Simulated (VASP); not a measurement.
# B (Fd-3m) in VASP: a series of runs

Runs on B. Level: PBEsol. Tasks: relaxation of cell and atoms, single point.

Everything below comes from runs of VASP 6.6.1. Logs are shortened: lines on timing, memory, paths and dates and some standing lists are left out, and cuts for length are marked.

### 1 The cell of the first run

Symmetry: Fd-3m, No. 227, cubic system. Conventional cell: a = 4.021 Å, b = 4.021 Å, c = 4.021 Å, α = 90.00°, β = 90.00°, γ = 90.00°. Within 2.3 Å of B (site symmetry -43m) lie 4 B at 1.74 Å.

### 2 Relaxation of cell and atoms, PBEsol

The input, INCAR:

```
  PREC = Accurate
  ENCUT = 600
  EDIFF = 1E-6
  ISMEAR = -1
  SIGMA = 0.05
  LREAL = False
  LASPH = True
  NELM = 60
  ALGO = Normal
  ISIF = 3
  LWAVE = False
  LCHARG = False
  GGA = PS
  IBRION = 2
  NSW = 60
  EDIFFG = -0.005
```

The input, KPOINTS:

```
regular mesh
0
Gamma
  18 18 18
```

The input, POSCAR:

```
B
1.0
    0.0000000000      2.0103628793      2.0103628793
    2.0103628793      0.0000000000      2.0103628793
    2.0103628793      2.0103628793      0.0000000000
B
2
Direct
   -0.1250000000     -0.1250000000     -0.1250000000
    0.1250000000      0.1250000000      0.1250000000
```

Potentials or basis: VASP PAW PBE potentials, release 64 (B).

Command:

```bash
> cat potpaw_PBE.64/B/POTCAR > POTCAR
> mpirun -np 1 vasp_std > vasp.out
```

OUTCAR:

```text
PREC = Accurate
   ENCUT = 600
   EDIFF = 1E-6
   ISMEAR = -1
   LREAL = False
   LASPH = True
   NELM = 60
   ISIF = 3
   GGA = PS
   IBRION = 2
   NSW = 60
   EDIFFG = -0.005

 ion  position               nearest neighbor table
   1  0.875  0.875  0.875-   2 1.74   2 1.74   2 1.74   2 1.74
   2  0.125  0.125  0.125-   1 1.74   1 1.74   1 1.74   1 1.74

  LATTYP: Found a face centered cubic cell.
 ALAT       =     4.0207257586

  Lattice vectors:

 A1 = (   0.0000000000,   2.0103628793,   2.0103628793)
 A2 = (   2.0103628793,   0.0000000000,   2.0103628793)
 A3 = (   2.0103628793,   2.0103628793,   0.0000000000)

Analysis of symmetry for initial positions (statically):
=====================================================================
 Subroutine PRICEL returns:
 Original cell was already a primitive cell.

 Routine SETGRP: Setting up the symmetry group for a
 face centered cubic supercell.

 Subroutine GETGRP returns: Found 48 space group operations
 (whereof 12 operations were pure point group operations)
 out of a pool of 48 trial point group operations.

The static configuration has the point symmetry D_3d.
 The point group associated with its full space group is O_h .

Analysis of symmetry for dynamics (positions and initial velocities):
=====================================================================
 Subroutine PRICEL returns:
 Original cell was already a primitive cell.

 Routine SETGRP: Setting up the symmetry group for a
 face centered cubic supercell.

 Subroutine GETGRP returns: Found 48 space group operations
 (whereof 12 operations were pure point group operations)
 out of a pool of 48 trial point group operations.

The dynamic configuration has the point symmetry D_3d.
 The point group associated with its full space group is O_h .

 Subroutine INISYM returns: Found 48 space group operations
 (whereof 12 operations are pure point group operations),
 and found     1 'primitive' translations

----------------------------------------------------------------------------------------

                                     Primitive cell

  volume of cell :      16.2500

  direct lattice vectors                    reciprocal lattice vectors
     0.000000000  2.010362879  2.010362879    -0.248711317  0.248711317  0.248711317
     2.010362879  0.000000000  2.010362879     0.248711317 -0.248711317  0.248711317
     2.010362879  2.010362879  0.000000000     0.248711317  0.248711317 -0.248711317

  length of vectors
     2.843082449  2.843082449  2.843082449     0.430780638  0.430780638  0.430780638

  position of ions in fractional coordinates (direct lattice)
     0.875000000  0.875000000  0.875000000
     0.125000000  0.125000000  0.125000000

  ion indices of the primitive-cell ions
   primitive index   ion index
                 1           1
                 2           2

----------------------------------------------------------------------------------------

 KPOINTS: regular mesh

Automatic generation of k-mesh.
 Grid dimensions read from file:
 generate k-points for:   18   18   18

 Generating k-lattice:

  Cartesian coordinates                     Fractional coordinates (reciprocal lattice)
    -0.013817295  0.013817295  0.013817295     0.055555556  0.000000000  0.000000000
     0.013817295 -0.013817295  0.013817295     0.000000000  0.055555556  0.000000000
     0.013817295  0.013817295 -0.013817295     0.000000000  0.000000000  0.055555556

  Length of vectors
     0.023932258  0.023932258  0.023932258

  Shift w.r.t. Gamma in fractional coordinates (k-lattice)
     0.000000000  0.000000000  0.000000000

 Subroutine IBZKPT returns following result:
 ===========================================

 Found    195 irreducible k-points:

 Following reciprocal coordinates:
            Coordinates               Weight
  0.000000  0.000000  0.000000      1.000000
  0.055556  0.000000  0.000000      8.000000
  0.111111  0.000000  0.000000      8.000000
  0.166667  0.000000  0.000000      8.000000
  0.222222  0.000000  0.000000      8.000000
  0.277778  0.000000  0.000000      8.000000
[... 16 lines left out ...]
 -0.277778  0.055556  0.000000     24.000000
 -0.222222  0.055556  0.000000     24.000000
 [... further k-points ...]
   k-points           NKPTS =    195   k-points in BZ     NKDIM =    195   number of bands    NBANDS=      7
   number of dos      NEDOS =    301   number of ions     NIONS =      2
   total plane-waves  NPLWV =  13824
   dimension x,y,z NGX =    24 NGY =   24 NGZ =   24
   dimension x,y,z NGXF=    48 NGYF=   48 NGZF=   48
   ions per type =               2
   NGX,Y,Z   is equivalent  to a cutoff of  14.03, 14.03, 14.03 a.u.
   NGXF,Y,Z  is equivalent  to a cutoff of  28.07, 28.07, 28.07 a.u.
 SYSTEM =  unknown system
   PREC   = accura    normal or accurate (medium, high low for compatibility)
   ISTART =      0    job   : 0-new  1-cont  2-samecut
   ICHARG =      2    charge: 1-file 2-atom 10-const
   ISPIN  =      1    spin polarized calculation?
   LNONCOLLINEAR =      F non collinear calculations
   LSORBIT =      F    spin-orbit coupling
   LASPH  =      T    aspherical Exc in radial PAW
   ENCUT  =  600.0 eV  44.10 Ry    6.64 a.u.   5.68  5.68  5.68*2*pi/ulx,y,z
   NELM   =     60;   NELMIN=  2; NELMDL= -5     # of ELM steps
   EDIFF  = 0.1E-05   stopping-criterion for ELM
   LREAL  =      F    real-space projection
   EDIFFG = -.5E-02   stopping-criterion for IOM
   NSW    =     60    number of steps for IOM
   IBRION =      2    ionic relax: 0-MD 1-quasi-New 2-CG
   NFREE  =      1    steps in history (QN), initial steepest desc. (CG)
   ISIF   =      3    stress and relaxation
   ISYM   =      2    0-nonsym 1-usesym 2-fastsym
   POTIM  = 0.5000    time-step for ionic-motion
   TEBEG  =    0.0;   TEEND  =   0.0 temperature during run
   PSTRESS=    0.0 pullay stress
   NELECT =       6.0000    total number of electrons
   NUPDOWN=      -1.0000    fix difference up-down
   EMIN   =  10.00;   EMAX   =-10.00  energy-range for DOS
   EFERMI =   0.00;   METHOD = LEGACY
   ISMEAR =    -1;   SIGMA  =   0.05  broadening in eV -4-tet -1-fermi 0-gaus
   EFERMI_NEDOS =   21; number of points for ismear=-14 and -15
   IALGO  =     38    algorithm
   IMIX   =      4    mixing-type and parameters
     AMIX     =   0.40;   BMIX     =  1.00
     AMIX_MAG =   1.60;   BMIX_MAG =  1.00
  volume/ion in A,a.u.               =       8.13        54.83
  Fermi-wavevector in a.u.,A,eV,Ry     =   1.174467  2.219421 18.767503  1.379373
  Thomas-Fermi vector in A             =   2.310863
   LORBIT       =      0    0 simple, 1 ext, 2 COOP (PROOUT), +10 PAW based schemes
   GGA     = PS    functional components
   LHFCALC =     F    Hartree Fock is set to
   AEXX    =    0.0000 exact exchange contribution
   IVDW    =     0    specifies the selected vdW correction
   LEPSILON=     F    determine dielectric tensor
   LRPA    =     F    only Hartree local field effects (RPA)
 conjugate gradient relaxation of ions
 non-spin polarized calculation
  energy-cutoff  :      600.00
  volume of cell :       16.25
 maximum number of plane-waves:       556
   NGX = 11   NGY = 11   NGZ = 11

--------------------------------------- Ionic step        1  -------------------------------------------

 number of electron       6.0000000 magnetization

 Free energy of the ion-electron system (eV)
  ---------------------------------------------------
  ext. energy  EPLUGINS =         0.00000000
  ---------------------------------------------------
  free energy    TOTEN  =       -12.13403051 eV

  energy without entropy =      -12.12607704  energy(sigma->0) =      -12.13005378

------------------------ aborting loop because EDIFF is reached ----------------------------------------

  FORCE on cell =-STRESS in cart. coord.  units (eV):
  Direction    XX          YY          ZZ          XY          YZ          ZX
  --------------------------------------------------------------------------------------
  -------------------------------------------------------------------------------------
  Total        0.1744130      0.1744130      0.1744130     -0.0000000      0.0000000     -0.0000000
  in kB       17.1963413     17.1963413     17.1963413     -0.0000000      0.0000000     -0.0000000
  external PRESSURE =      17.1963413 kB  Pullay stress =       0.0000000 kB

 VOLUME and BASIS-vectors are now :
 -----------------------------------------------------------------------------
  energy-cutoff  :      600.00
  volume of cell :       16.25
      direct lattice vectors                 reciprocal lattice vectors
     0.000000000  2.010362879  2.010362879    -0.248711317  0.248711317  0.248711317
     2.010362879  0.000000000  2.010362879     0.248711317 -0.248711317  0.248711317
     2.010362879  2.010362879  0.000000000     0.248711317  0.248711317 -0.248711317
[... 37 lines left out ...]
 POSITION                                       TOTAL-FORCE (eV/Angst)
 -----------------------------------------------------------------------------------
      3.53294      3.53294      3.53294         0.000000      0.000000     -0.000000
      0.50471      0.50471      0.50471        -0.000000     -0.000000      0.000000
 -----------------------------------------------------------------------------------
    total drift:                                0.000000      0.000000      0.000000

  FREE ENERGIE OF THE ION-ELECTRON SYSTEM (eV)
  ---------------------------------------------------
  free  energy   TOTEN  =       -12.1347226274 eV

  energy  without entropy=      -12.1266718902  energy(sigma->0) =      -12.13069726

--------------------------------------- Ionic step        3  -------------------------------------------

 number of electron       6.0000000 magnetization

 Free energy of the ion-electron system (eV)
  ---------------------------------------------------
  ext. energy  EPLUGINS =         0.00000000
  ---------------------------------------------------
  free energy    TOTEN  =       -12.13482936 eV

  energy without entropy =      -12.12680443  energy(sigma->0) =      -12.13081689

 E-fermi :   3.8428     XC(G=0): -11.3550

 val. band max:        3.8337729286   @ k =  -0.3889   0.2778   0.0556
 cond. band min:       3.8556578032   @ k =  -0.1667   0.1111   0.0000
 fundamental gap:      0.0218848745
 Fermi energy:         3.8428450133

 k-point     1 :       0.0000    0.0000    0.0000
  band No.  band energies     occupation
      1      -9.1519      2.00000
      2       7.9368      0.00000
      3       7.9368      0.00000
      4       7.9368      0.00000
      5      12.0690      0.00000
      6      12.0690      0.00000
      7      12.0690      0.00000

 k-point     2 :       0.0556    0.0000    0.0000
  band No.  band energies     occupation
      1      -9.0843      2.00000
      2       7.4216      0.00000
      3       7.7987      0.00000
      4       7.7987      0.00000
      5      12.2496      0.00000
      6      12.2496      0.00000
      7      12.4285      0.00000
[... 201 lines left out ...]
 k-point    23 :      -0.2778    0.0556    0.0000
  band No.  band energies     occupation
      1      -7.1856      2.00000
      2       1.2710      2.00000
      3       5.5307      0.00000
      4       6.3876      0.00000
      5      13.8923      0.00000
      6      14.4443      0.00000
      7      15.3263      0.00000

 k-point    24 :      -0.2222    0.0556    0.0000
  band No.  band energies     occupation
      1      -7.8295      2.00000
      2       2.7792      2.00000
      3       5.8156      0.00000
      4       6.7919      0.00000
      5      13.5561      0.00000
      6      14.3034      0.00000
      7      14.8591      0.00000

 [... further k-points ...]

------------------------ aborting loop because EDIFF is reached ----------------------------------------

  FORCE on cell =-STRESS in cart. coord.  units (eV):
  Direction    XX          YY          ZZ          XY          YZ          ZX
  --------------------------------------------------------------------------------------
  -------------------------------------------------------------------------------------
  Total        0.0005414      0.0005414      0.0005414     -0.0000000     -0.0000000     -0.0000000
  in kB        0.0528924      0.0528924      0.0528924     -0.0000000     -0.0000000     -0.0000000
  external PRESSURE =       0.0528924 kB  Pullay stress =       0.0000000 kB

 VOLUME and BASIS-vectors are now :
 -----------------------------------------------------------------------------
  energy-cutoff  :      600.00
  volume of cell :       16.40
      direct lattice vectors                 reciprocal lattice vectors
    -0.000000000  2.016538621  2.016538621    -0.247949628  0.247949628  0.247949628
     2.016538621  0.000000000  2.016538621     0.247949628 -0.247949628  0.247949628
     2.016538621  2.016538621 -0.000000000     0.247949628  0.247949628 -0.247949628

 POSITION                                       TOTAL-FORCE (eV/Angst)
 -----------------------------------------------------------------------------------
      3.52894      3.52894      3.52894         0.000000      0.000000      0.000000
      0.50413      0.50413      0.50413        -0.000000     -0.000000     -0.000000
 -----------------------------------------------------------------------------------
    total drift:                                0.000000      0.000000      0.000000

  FREE ENERGIE OF THE ION-ELECTRON SYSTEM (eV)
  ---------------------------------------------------
  free  energy   TOTEN  =       -12.1348293590 eV

  energy  without entropy=      -12.1268044259  energy(sigma->0) =      -12.13081689

 reached required accuracy - stopping structural energy minimisation
```

Run time: 19 s. Hardware: 1 thread of AMD EPYC 9R45 (Zen 5), shared host; peak memory 0.11 GiB.

Results:

```yaml
Free_energy: -12.1348 eV
Relaxed_volume: 8.20 Å³/atom
Relaxed_cell: a = 2.852 Å, b = 2.852 Å, c = 2.852 Å, α = 60.00°, β = 60.00°, γ = 60.00°
Space_group_after_relaxing_to_0.05_Å: Fd-3m (No. 227)
Energy_gained_by_relaxing: 0.4 meV/atom
Ionic_steps: 3
Pressure_after_relaxing: 0.0 GPa
Band_gap_on_the_k_mesh: zero (band 3 reaches 7.94 eV, above the bottom of band 4 at 0.67 eV)
```

The path:
| step | energy change (eV) | largest force (eV/Å) | pressure (GPa) | volume (Å³) |
| --- | --- | --- | --- | --- |
| 1 | 0.0000 | 0.0000 | 1.72 | 16.25 |
| 2 | -0.0007 | 0.0000 | -0.62 | 16.46 |
| 3 | -0.0008 | 0.0000 | 0.01 | 16.40 |

Final structure:
```
B
1.0
     0.00000    2.01654    2.01654
     2.01654    0.00000    2.01654
     2.01654    2.01654    0.00000
B
2
Direct
  0.87500 0.87500 0.87500
  0.12500 0.12500 0.12500
```

Caveat: the PAW data sets were made with another functional, which shifts forces and pressure a little.

[end of part 1 of 2]
